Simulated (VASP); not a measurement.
Write the native input for VASP 6.6.1 that does the following.

* Task: single point
* Functional: r2SCAN
* Potentials or basis: VASP PAW PBE potentials, release 64 (Cu)
* Cutoff: 520 eV
* k mesh: 20 × 20 × 20
* Occupations: gaussian, width 0.1 eV
* Spin: no spin polarisation
* Dipole correction: no
* Further INCAR settings: ALGO = Normal; EDIFF = 1e-06; NBANDS = 12

Cu:

```
Cu
1.0
    -1.46444    1.46444    1.37831
     1.46444   -1.46444    1.37831
     1.46444    1.46444   -1.37831
Cu
1
Direct
  0.00000 0.00000 0.00000
```

The input as run:

POSCAR

```
Cu
1.0
   -1.4644409647      1.4644409647      1.3783146004
    1.4644409647     -1.4644409647      1.3783146004
    1.4644409647      1.4644409647     -1.3783146004
Cu
1
Direct
    0.0000000000      0.0000000000      0.0000000000
```

INCAR.step1

```
PREC     = Accurate       # precision mode
ENCUT    = 520            # plane-wave cutoff, eV
ISMEAR   = 0              # smearing method
SIGMA    = 0.1            # smearing width, eV
LREAL    = False          # projectors in reciprocal space
LASPH    = True           # aspherical terms in the spheres
NELM     = 80             # most SCF steps
NBANDS   = 12             # bands
GGA      = PE             # functional
ALGO     = Normal         # electronic algorithm
EDIFF    = 1E-4           # SCF threshold, eV
LWAVE    = True           # write WAVECAR
LCHARG   = False          # write CHGCAR
```

INCAR.step2

```
PREC     = Accurate       # precision mode
ENCUT    = 520            # plane-wave cutoff, eV
EDIFF    = 1E-6           # SCF threshold, eV
ISMEAR   = 0              # smearing method
SIGMA    = 0.1            # smearing width, eV
LREAL    = False          # projectors in reciprocal space
LASPH    = True           # aspherical terms in the spheres
NELM     = 80             # most SCF steps
ALGO     = Normal         # electronic algorithm
ISIF     = 2              # what is computed and relaxed
LWAVE    = False          # write WAVECAR
LCHARG   = False          # write CHGCAR
METAGGA  = R2SCAN         # meta-GGA
LMIXTAU  = True         
NBANDS   = 12             # bands
ISTART   = 1
```

KPOINTS

```
regular mesh
0
Gamma
  20 20 20
```

Potentials or basis: VASP PAW PBE potentials, release 64 (Cu).

Run with:

```bash
$ cat potpaw_PBE.64/Cu/POTCAR > POTCAR
$ cp INCAR.step1 INCAR
$ mpirun -np 1 vasp_std > vasp.out
$ cp INCAR.step2 INCAR
$ mpirun -np 1 vasp_std > vasp.out
```

Results of the run:

The pressure is -3.7 GPa and the band gap on the k mesh is zero (an odd number of electrons rules out a gap without spin polarisation).

Caveat: the cell stands under tension; the PAW data sets were made with another functional, which shifts forces and pressure a little.

Wall time 5.8 min on 1 thread of Intel Xeon 8259CL, on a shared host, peak memory 0.2 GiB.
